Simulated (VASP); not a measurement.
# Ir (I4/mmm) in VASP: single point with PBEsol

Aim: the single point of Ir with PBEsol.

Program: VASP 6.6.1. These are calculated values, not measurements. Logs are shortened: lines on timing, memory, paths and dates and some standing lists are left out, and cuts for length are marked.

**1. The cell of the first run**

It takes space group I4/mmm (No. 139, tetragonal). The conventional cell has a = 2.796 Å, b = 2.796 Å, c = 3.724 Å, α = 90.00°, β = 90.00°, γ = 90.00°. Ir (site symmetry 4/mmm) has 12 Ir at 2.72 to 2.80 Å within 3.6 Å.

**2. Single point, PBEsol (strain +0.030 along x and y, -0.030 along z)**

File INCAR:

```
PREC = Accurate
ENCUT = 520
EDIFF = 1E-6
ISMEAR = 0
SIGMA = 0.15
LREAL = False
LASPH = True
NELM = 100
ALGO = Fast
ISIF = 2
LWAVE = False
LCHARG = True
GGA = PS
LELF = True
LVHAR = True
NBANDS = 10
```

File KPOINTS:

```
Automatic mesh
0
Gamma
  22 22 22
```

File POSCAR:

```
Ir
1.0
    0.0000000000      1.9772910000      1.8621090000
    1.9772910000      0.0000000000      1.8621090000
    1.9772910000      1.9772910000      0.0000000000
Ir
1
Direct
    0.0000000000      0.0000000000      0.0000000000
```

Potentials or basis: VASP PAW PBE potentials, release 64 (Ir).

Run with:

```sh
$ cat potpaw_PBE.64/Ir/POTCAR > POTCAR
$ mpirun -np 1 vasp_std > vasp.out
```

OUTCAR:

```text
PREC = Accurate
   ENCUT = 520
   EDIFF = 1E-6
   ISMEAR = 0
   LREAL = False
   LASPH = True
   NELM = 100
   ISIF = 2
   GGA = PS

 ion  position               nearest neighbor table
   1  0.000  0.000  0.000-

  LATTYP: Found a body centered tetragonal cell.
 ALAT       =     2.7963117490
 C/A-ratio  =     1.3318321898

  Lattice vectors:

 A1 = (   0.0000000000,  -1.9772910000,  -1.8621090000)
 A2 = (   0.0000000000,   1.9772910000,  -1.8621090000)
 A3 = (   1.9772910000,   0.0000000000,   1.8621090000)

Analysis of symmetry for initial positions (statically):
=====================================================================
 Subroutine PRICEL returns:
 Original cell was already a primitive cell.

 Routine SETGRP: Setting up the symmetry group for a
 body centered tetragonal supercell.

 Subroutine GETGRP returns: Found 16 space group operations
 (whereof 16 operations were pure point group operations)
 out of a pool of 16 trial point group operations.

The static configuration has the point symmetry D_4h.

Analysis of symmetry for dynamics (positions and initial velocities):
=====================================================================
 Subroutine PRICEL returns:
 Original cell was already a primitive cell.

 Routine SETGRP: Setting up the symmetry group for a
 body centered tetragonal supercell.

 Subroutine GETGRP returns: Found 16 space group operations
 (whereof 16 operations were pure point group operations)
 out of a pool of 16 trial point group operations.

The dynamic configuration has the point symmetry D_4h.

 Subroutine INISYM returns: Found 16 space group operations
 (whereof 16 operations are pure point group operations),
 and found     1 'primitive' translations

----------------------------------------------------------------------------------------

                                     Primitive cell

  volume of cell :      14.5605

  direct lattice vectors                    reciprocal lattice vectors
     0.000000000  1.977291000  1.862109000    -0.252871226  0.252871226  0.268512745
     1.977291000  0.000000000  1.862109000     0.252871226 -0.252871226  0.268512745
     1.977291000  1.977291000  0.000000000     0.252871226  0.252871226 -0.268512745

  length of vectors
     2.716087191  2.716087191  2.796311749     0.447198847  0.447198847  0.447198847

  position of ions in fractional coordinates (direct lattice)
     0.000000000  0.000000000  0.000000000
[... 75 lines left out ...]
   NELM   =    100;   NELMIN=  2; NELMDL= -5     # of ELM steps
   EDIFF  = 0.1E-05   stopping-criterion for ELM
   LREAL  =      F    real-space projection
   EDIFFG = 0.1E-04   stopping-criterion for IOM
   NSW    =      0    number of steps for IOM
   IBRION =     -1    ionic relax: 0-MD 1-quasi-New 2-CG
   NFREE  =      0    steps in history (QN), initial steepest desc. (CG)
   ISIF   =      2    stress and relaxation
   ISYM   =      2    0-nonsym 1-usesym 2-fastsym
   POTIM  = 0.5000    time-step for ionic-motion
   TEBEG  =    0.0;   TEEND  =   0.0 temperature during run
   PSTRESS=    0.0 pullay stress
   NELECT =       9.0000    total number of electrons
   NUPDOWN=      -1.0000    fix difference up-down
   EMIN   =  10.00;   EMAX   =-10.00  energy-range for DOS
   EFERMI =   0.00;   METHOD = LEGACY
   ISMEAR =     0;   SIGMA  =   0.15  broadening in eV -4-tet -1-fermi 0-gaus
   EFERMI_NEDOS =   21; number of points for ismear=-14 and -15
   IALGO  =     68    algorithm
   IMIX   =      4    mixing-type and parameters
     AMIX     =   0.40;   BMIX     =  1.00
     AMIX_MAG =   1.60;   BMIX_MAG =  1.00
  volume/ion in A,a.u.               =      14.56        98.26
  Fermi-wavevector in a.u.,A,eV,Ry     =   1.394538  2.635294 26.459729  1.944735
  Thomas-Fermi vector in A             =   2.518077
   LORBIT       =      0    0 simple, 1 ext, 2 COOP (PROOUT), +10 PAW based schemes
   GGA     = PS    functional components
   LHFCALC =     F    Hartree Fock is set to
   AEXX    =    0.0000 exact exchange contribution
   IVDW    =     0    specifies the selected vdW correction
   LEPSILON=     F    determine dielectric tensor
   LRPA    =     F    only Hartree local field effects (RPA)
 non-spin polarized calculation
 RMM-DIIS sequential band-by-band and
 Gauss-broadening in eV      SIGMA  =   0.15
  energy-cutoff  :      520.00
  volume of cell :       14.56
 maximum number of plane-waves:       415
   NGX = 11   NGY = 11   NGZ = 11

 number of electron       8.9999999 magnetization

 Free energy of the ion-electron system (eV)
  ---------------------------------------------------
  ext. energy  EPLUGINS =         0.00000000
  ---------------------------------------------------
  free energy    TOTEN  =        -9.76752094 eV

  energy without entropy =       -9.75502094  energy(sigma->0) =       -9.76127094

 E-fermi :   9.7163     XC(G=0): -13.9321

 val. band max:        9.7135410479   @ k =   0.3636   0.2727   0.0000
 cond. band min:       9.7211450266   @ k =   0.4091   0.3636   0.0000
 fundamental gap:      0.0076039786
 Fermi energy:         9.7163262676

 k-point     1 :       0.0000    0.0000    0.0000
  band No.  band energies     occupation
      1      -1.1277      2.00000
      2       5.8045      2.00000
      3       5.8045      2.00000
      4       6.5232      2.00000
      5       8.1097      2.00000
      6       9.0585      2.00000
      7      24.1881      0.00000
      8      28.9213      0.00000
      9      28.9213      0.00000
     10      30.8275      0.00000
[... 287 lines left out ...]
 k-point    24 :      -0.4545    0.0455    0.0000
  band No.  band energies     occupation
      1       1.9942      2.00000
      2       5.6111      2.00000
      3       6.2691      2.00000
      4       8.4979      2.00000
      5      10.6825      0.00000
      6      10.8081      0.00000
      7      16.9407      0.00000
      8      23.8023      0.00000
      9      28.9318      0.00000
     10      29.6471      0.00000

 [... further k-points ...]
[... 5 lines left out ...]
  --------------------------------------------------------------------------------------
  -------------------------------------------------------------------------------------
  Total       -1.6167966     -1.6167966      0.1928273      0.0000000     -0.0000000      0.0000000
  in kB     -177.9056296   -177.9056296     21.2179168      0.0000000     -0.0000000      0.0000000
  external PRESSURE =    -111.5311141 kB  Pullay stress =       0.0000000 kB

 VOLUME and BASIS-vectors are now :
 -----------------------------------------------------------------------------
  energy-cutoff  :      520.00
  volume of cell :       14.56
      direct lattice vectors                 reciprocal lattice vectors
     0.000000000  1.977291000  1.862109000    -0.252871226  0.252871226  0.268512745
     1.977291000  0.000000000  1.862109000     0.252871226 -0.252871226  0.268512745
     1.977291000  1.977291000  0.000000000     0.252871226  0.252871226 -0.268512745

 POSITION                                       TOTAL-FORCE (eV/Angst)
 -----------------------------------------------------------------------------------
      0.00000      0.00000      0.00000         0.000000      0.000000      0.000000
 -----------------------------------------------------------------------------------
    total drift:                               -0.000000      0.000000      0.000000

  FREE ENERGIE OF THE ION-ELECTRON SYSTEM (eV)
  ---------------------------------------------------
  free  energy   TOTEN  =        -9.7675209366 eV

  energy  without entropy=       -9.7550209401  energy(sigma->0) =       -9.76127094
```

stdout:

```text
POSCAR found type information on POSCAR Ir
 POSCAR found :  1 types and       1 ions
 scaLAPACK will be used
 -----------------------------------------------------------------------------
|                                                                             |
|                                                                             |
|     You enforced a specific xc type in the INCAR file but a different       |
|     I HOPE YOU KNOW WHAT YOU ARE DOING!                                     |
|                                                                             |
 -----------------------------------------------------------------------------

 LDA part: xc-table for (Slater+PW92), standard interpolation
 POSCAR, INCAR and KPOINTS ok, starting setup
 FFT: planning ... GRIDC
 FFT: planning ... GRID_SOFT
 FFT: planning ... GRID
 WAVECAR not read
 entering main loop
```

It took 52 s on 1 thread of Intel Xeon 6975P-C (Granite Rapids), shared host; peak memory 0.25 GiB.

What came out:

```yaml
Free_energy: -9.7675 eV
Pressure: -11.2 GPa
```

Caveat: the cell differs from its parent crystal (strain +0.030 along x and y, -0.030 along z); the PAW data sets were made with another functional, which shifts forces and pressure a little; spin-orbit coupling is left out, which moves the levels of the heavy elements.
